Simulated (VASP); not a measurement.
# ReBrO (P4/nmm) in VASP: single point with PBE

Aim: the single point of ReBrO with PBE.

All numbers are computed with VASP 6.6.1; they aren't measurements. Logs are shortened: lines on timing, memory, paths and dates and some standing lists are left out, and cuts for length are marked.

## 1. The cell of the first run

The structure is tetragonal, space group P4/nmm (No. 129). The conventional cell has a = 3.752 Å, b = 3.752 Å, c = 6.360 Å, α = 90.00°, β = 90.00°, γ = 90.00°. Br (site symmetry 4mm) has 6 Re at 2.89 to 3.47 Å and 4 O at 2.98 Å and 8 Br at 3.16 to 3.75 Å within 3.8 Å. O (site symmetry -4m2) has 4 Re at 2.20 Å and 4 O at 2.65 Å and 4 Br at 2.98 Å within 3.0 Å. Within 3.0 Å of Re (site symmetry 4mm) lie 4 O at 2.20 Å and 5 Br at 2.89 to 2.90 Å.

## 2. Single point, PBE

INCAR

```
SYSTEM = ReBrO
PREC     = Accurate       ! precision mode
ENCUT    = 600            ! plane-wave cutoff, eV
EDIFF    = 1E-6           ! SCF threshold, eV
ISMEAR   = -1             ! smearing method
SIGMA    = 0.1            ! smearing width, eV
LREAL    = .FALSE.        ! projectors in reciprocal space
LASPH    = .TRUE.         ! aspherical terms in the spheres
NELM     = 120            ! most SCF steps
ALGO     = Normal         ! electronic algorithm
ISIF     = 2              ! what is computed and relaxed
LWAVE    = .FALSE.        ! write WAVECAR
LCHARG   = .TRUE.         ! write CHGCAR
GGA      = PE             ! functional
LELF     = .TRUE.         ! ELF
LVHAR    = .TRUE.       
NBANDS   = 29             ! bands
GGA_COMPAT= .FALSE.
```

KPOINTS

```
regular mesh
0
G
  5 5 3
  0 0 0
```

POSCAR

```
ReBrO
1.0
    3.7520580000      0.0000000000      0.0000000000
    0.0000000000      3.7520580000      0.0000000000
    0.0000000000      0.0000000000      6.3597390000
Br O Re
2 2 2
Direct
    0.0000000000      0.5000000000      0.6350000000
    0.5000000000      0.0000000000      0.3650000000
    0.0000000000      0.0000000000      0.0000000000
    0.5000000000      0.5000000000      0.0000000000
    0.0000000000      0.5000000000      0.1800000000
    0.5000000000      0.0000000000      0.8200000000
```

Potentials or basis: VASP PAW PBE potentials, release 64 (Br, O, Re).

Started as:

```console
> cat potpaw_PBE.64/Br/POTCAR potpaw_PBE.64/O/POTCAR potpaw_PBE.64/Re/POTCAR > POTCAR
> mpirun -np 1 vasp_std > vasp.out
```

OUTCAR:

```text
SYSTEM = ReBrO
   PREC = Accurate
   ENCUT = 600
   EDIFF = 1E-6
   ISMEAR = -1
   LREAL = .FALSE.
   LASPH = .TRUE.
   NELM = 120
   ISIF = 2
   GGA = PE

 ion  position               nearest neighbor table
   1  0.000  0.500  0.635-   5 2.89   6 2.90   6 2.90   6 2.90   6 2.90
   2  0.500  0.000  0.365-   6 2.89   5 2.90   5 2.90   5 2.90   5 2.90
   3  0.000  0.000  0.000-   5 2.20   6 2.20   5 2.20   6 2.20
   4  0.500  0.500  0.000-   5 2.20   6 2.20   6 2.20   5 2.20
   5  0.000  0.500  0.180-   3 2.20   4 2.20   3 2.20   4 2.20   1 2.89   2 2.90   2 2.90   2 2.90
                             2 2.90
   6  0.500  0.000  0.820-   3 2.20   4 2.20   4 2.20   3 2.20   2 2.89   1 2.90   1 2.90   1 2.90
                             1 2.90

  LATTYP: Found a simple tetragonal cell.
 ALAT       =     3.7520580000
 C/A-ratio  =     1.6950001839

  Lattice vectors:

 A1 = (   3.7520580000,   0.0000000000,   0.0000000000)
 A2 = (   0.0000000000,   3.7520580000,   0.0000000000)
 A3 = (   0.0000000000,   0.0000000000,   6.3597390000)

Analysis of symmetry for initial positions (statically):
=====================================================================
 Subroutine PRICEL returns:
 Original cell was already a primitive cell.

 Routine SETGRP: Setting up the symmetry group for a
 simple tetragonal supercell.

 Subroutine GETGRP returns: Found 16 space group operations
 (whereof  8 operations were pure point group operations)
 out of a pool of 16 trial point group operations.

The static configuration has the point symmetry D_2d.
 The point group associated with its full space group is D_4h.

Analysis of symmetry for dynamics (positions and initial velocities):
=====================================================================
 Subroutine PRICEL returns:
 Original cell was already a primitive cell.

 Routine SETGRP: Setting up the symmetry group for a
 simple tetragonal supercell.

 Subroutine GETGRP returns: Found 16 space group operations
 (whereof  8 operations were pure point group operations)
 out of a pool of 16 trial point group operations.

The dynamic configuration has the point symmetry D_2d.
 The point group associated with its full space group is D_4h.

 Subroutine INISYM returns: Found 16 space group operations
 (whereof  8 operations are pure point group operations),
 and found     1 'primitive' translations

----------------------------------------------------------------------------------------

                                     Primitive cell

  volume of cell :      89.5320

  direct lattice vectors                    reciprocal lattice vectors
     3.752058000  0.000000000  0.000000000     0.266520400  0.000000000  0.000000000
     0.000000000  3.752058000  0.000000000     0.000000000  0.266520400  0.000000000
     0.000000000  0.000000000  6.359739000     0.000000000  0.000000000  0.157239157

  length of vectors
     3.752058000  3.752058000  6.359739000     0.266520400  0.266520400  0.157239157

  position of ions in fractional coordinates (direct lattice)
     0.000000000  0.500000000  0.635000000
     0.500000000  0.000000000  0.365000000
     0.000000000  0.000000000  0.000000000
     0.500000000  0.500000000  0.000000000
     0.000000000  0.500000000  0.180000000
     0.500000000  0.000000000  0.820000000

  ion indices of the primitive-cell ions
   primitive index   ion index
                 1           1
                 2           2
                 3           3
                 4           4
                 5           5
                 6           6

----------------------------------------------------------------------------------------

 KPOINTS: regular mesh

Automatic generation of k-mesh.
 Grid dimensions read from file:
 generate k-points for:    5    5    3

 Generating k-lattice:

  Cartesian coordinates                     Fractional coordinates (reciprocal lattice)
     0.053304080  0.000000000  0.000000000     0.200000000  0.000000000  0.000000000
     0.000000000  0.053304080  0.000000000     0.000000000  0.200000000  0.000000000
     0.000000000  0.000000000  0.052413052     0.000000000  0.000000000  0.333333333

  Length of vectors
     0.053304080  0.053304080  0.052413052

  Shift w.r.t. Gamma in fractional coordinates (k-lattice)
     0.000000000  0.000000000  0.000000000

 Subroutine IBZKPT returns following result:
 ===========================================

 Found     12 irreducible k-points:

 Following reciprocal coordinates:
            Coordinates               Weight
  0.000000  0.000000  0.000000      1.000000
  0.200000  0.000000  0.000000      4.000000
  0.400000  0.000000  0.000000      4.000000
  0.200000  0.200000  0.000000      4.000000
  0.400000  0.200000  0.000000      8.000000
  0.400000  0.400000  0.000000      4.000000
  0.000000  0.000000  0.333333      2.000000
  0.200000  0.000000  0.333333      8.000000
  0.400000  0.000000  0.333333      8.000000
  0.200000  0.200000  0.333333      8.000000
  0.400000  0.200000  0.333333     16.000000
  0.400000  0.400000  0.333333      8.000000
   k-points           NKPTS =     12   k-points in BZ     NKDIM =     12   number of bands    NBANDS=     29
   number of dos      NEDOS =    301   number of ions     NIONS =      6
   total plane-waves  NPLWV =  48600
   dimension x,y,z NGX =    30 NGY =   30 NGZ =   54
   dimension x,y,z NGXF=    60 NGYF=   60 NGZF=  108
   ions per type =               2   2   2
   NGX,Y,Z   is equivalent  to a cutoff of  13.29, 13.29, 14.12 a.u.
   NGXF,Y,Z  is equivalent  to a cutoff of  26.58, 26.58, 28.23 a.u.
 SYSTEM =  ReBrO
   PREC   = accura    normal or accurate (medium, high low for compatibility)
   ISTART =      0    job   : 0-new  1-cont  2-samecut
   ICHARG =      2    charge: 1-file 2-atom 10-const
   ISPIN  =      1    spin polarized calculation?
   LNONCOLLINEAR =      F non collinear calculations
   LSORBIT =      F    spin-orbit coupling
   LASPH  =      T    aspherical Exc in radial PAW
   ENCUT  =  600.0 eV  44.10 Ry    6.64 a.u.   7.49  7.49 12.70*2*pi/ulx,y,z
   NELM   =    120;   NELMIN=  2; NELMDL= -5     # of ELM steps
   EDIFF  = 0.1E-05   stopping-criterion for ELM
   LREAL  =      F    real-space projection
   EDIFFG = 0.1E-04   stopping-criterion for IOM
   NSW    =      0    number of steps for IOM
   IBRION =     -1    ionic relax: 0-MD 1-quasi-New 2-CG
   NFREE  =      0    steps in history (QN), initial steepest desc. (CG)
   ISIF   =      2    stress and relaxation
   ISYM   =      2    0-nonsym 1-usesym 2-fastsym
   POTIM  = 0.5000    time-step for ionic-motion
   TEBEG  =    0.0;   TEEND  =   0.0 temperature during run
   PSTRESS=    0.0 pullay stress
   NELECT =      40.0000    total number of electrons
   NUPDOWN=      -1.0000    fix difference up-down
   EMIN   =  10.00;   EMAX   =-10.00  energy-range for DOS
   EFERMI =   0.00;   METHOD = LEGACY
   ISMEAR =    -1;   SIGMA  =   0.10  broadening in eV -4-tet -1-fermi 0-gaus
   EFERMI_NEDOS =   21; number of points for ismear=-14 and -15
   IALGO  =     38    algorithm
   IMIX   =      4    mixing-type and parameters
     AMIX     =   0.40;   BMIX     =  1.00
     AMIX_MAG =   1.60;   BMIX_MAG =  1.00
  volume/ion in A,a.u.               =      14.92       100.70
  Fermi-wavevector in a.u.,A,eV,Ry     =   1.251513  2.365017 21.310599  1.566285
  Thomas-Fermi vector in A             =   2.385457
   LORBIT       =      0    0 simple, 1 ext, 2 COOP (PROOUT), +10 PAW based schemes
   GGA     = PE    functional components
   LHFCALC =     F    Hartree Fock is set to
   AEXX    =    0.0000 exact exchange contribution
   IVDW    =     0    specifies the selected vdW correction
   LEPSILON=     F    determine dielectric tensor
   LRPA    =     F    only Hartree local field effects (RPA)
 non-spin polarized calculation
  energy-cutoff  :      600.00
  volume of cell :       89.53
 maximum number of plane-waves:      3017
 NGX is ok and might be reduce to    30
   NGX = 15   NGY = 15   NGZ = 25

 number of electron      39.9999996 magnetization

 Free energy of the ion-electron system (eV)
  ---------------------------------------------------
  ext. energy  EPLUGINS =         0.00000000
  ---------------------------------------------------
  free energy    TOTEN  =       -35.18142212 eV

  energy without entropy =      -34.94863884  energy(sigma->0) =      -35.06503048

 E-fermi :   6.8122     XC(G=0): -11.6557

 val. band max:        6.7920758287   @ k =   0.2000   0.0000   0.3333
 cond. band min:       6.8373723173   @ k =   0.4000   0.2000   0.3333
 fundamental gap:      0.0452964886
 Fermi energy:         6.8122377200

 k-point     1 :       0.0000    0.0000    0.0000
  band No.  band energies     occupation
      1     -14.1037      2.00000
      2     -12.7259      2.00000
      3     -10.9216      2.00000
      4      -9.6402      2.00000
      5      -1.0041      2.00000
      6      -0.8267      2.00000
[... 21 lines left out ...]
     28      10.5644      0.00000
     29      12.1147      0.00000

 k-point     2 :       0.2000    0.0000    0.0000
  band No.  band energies     occupation
      1     -13.9355      2.00000
      2     -12.8197      2.00000
      3     -10.7677      2.00000
      4      -9.6707      2.00000
      5      -1.3186      2.00000
      6      -0.6811      2.00000
[... 21 lines left out ...]
     28      10.6113      0.00000
     29      12.7908      0.00000

 k-point     3 :       0.4000    0.0000    0.0000
  band No.  band energies     occupation
      1     -13.5309      2.00000
      2     -13.1045      2.00000
      3     -10.3557      2.00000
      4      -9.8961      2.00000
      5      -1.5112      2.00000
      6      -0.8959      2.00000
[... 254 lines left out ...]
      5      -1.6301      2.00000
      6      -1.2531      2.00000
[... 21 lines left out ...]
     28      11.0191      0.00000
     29      13.5797      0.00000

 k-point    12 :       0.4000    0.4000    0.3333
  band No.  band energies     occupation
      1     -13.2454      2.00000
      2     -13.1136      2.00000
      3     -10.0494      2.00000
      4      -9.8754      2.00000
      5      -1.9374      2.00000
      6      -1.5100      2.00000
[... 21 lines left out ...]
     28      10.1327      0.00000
     29      14.1232      0.00000

------------------------ aborting loop because EDIFF is reached ----------------------------------------

  FORCE on cell =-STRESS in cart. coord.  units (eV):
  Direction    XX          YY          ZZ          XY          YZ          ZX
  --------------------------------------------------------------------------------------
  -------------------------------------------------------------------------------------
  Total       -3.4737595     -3.4737595      1.8779036      0.0000000      0.0000000      0.0000000
  in kB      -62.1629982    -62.1629982     33.6051236      0.0000000      0.0000000      0.0000000
  external PRESSURE =     -30.2402909 kB  Pullay stress =       0.0000000 kB

 VOLUME and BASIS-vectors are now :
 -----------------------------------------------------------------------------
  energy-cutoff  :      600.00
  volume of cell :       89.53
      direct lattice vectors                 reciprocal lattice vectors
     3.752058000  0.000000000  0.000000000     0.266520400  0.000000000  0.000000000
     0.000000000  3.752058000  0.000000000     0.000000000  0.266520400  0.000000000
     0.000000000  0.000000000  6.359739000     0.000000000  0.000000000  0.157239157

 POSITION                                       TOTAL-FORCE (eV/Angst)
 -----------------------------------------------------------------------------------
      0.00000      1.87603      4.03843         0.000000      0.000000      0.868483
      1.87603      0.00000      2.32130        -0.000000     -0.000000     -0.868483
      0.00000      0.00000      0.00000         0.000000     -0.000000     -0.000000
      1.87603      1.87603      0.00000         0.000000      0.000000     -0.000000
      0.00000      1.87603      1.14475         0.000000      0.000000     -0.692389
      1.87603      0.00000      5.21499         0.000000     -0.000000      0.692389
 -----------------------------------------------------------------------------------
    total drift:                                0.000000      0.000000      0.000000

  FREE ENERGIE OF THE ION-ELECTRON SYSTEM (eV)
  ---------------------------------------------------
  free  energy   TOTEN  =       -35.1814221229 eV

  energy  without entropy=      -34.9486388354  energy(sigma->0) =      -35.06503048
```

Wall time 23 s (1 thread of AMD EPYC 9R45 (Zen 5), shared host); peak memory 0.19 GiB.

What came out:

```yaml
Free_energy: -35.1814 eV
Pressure: -3.0 GPa
Largest_force: 0.868 eV/Å
Band_gap_on_the_k_mesh: zero (bands 20 and 21 overlap by 0.60 eV)
```

Forces in eV/Å, atoms in the order of the input:
```
Br   0.000  0.000  0.868
Br   0.000  0.000 -0.868
O    0.000  0.000  0.000
O    0.000  0.000  0.000
Re   0.000  0.000 -0.692
Re   0.000  0.000  0.692
```

Stress tensor (GPa, compression positive):
```
-6.22  0.00  0.00
 0.00 -6.22  0.00
 0.00  0.00  3.36
```

Caveat: the cell stands under tension; spin-orbit coupling is left out, which moves the levels of the heavy elements.
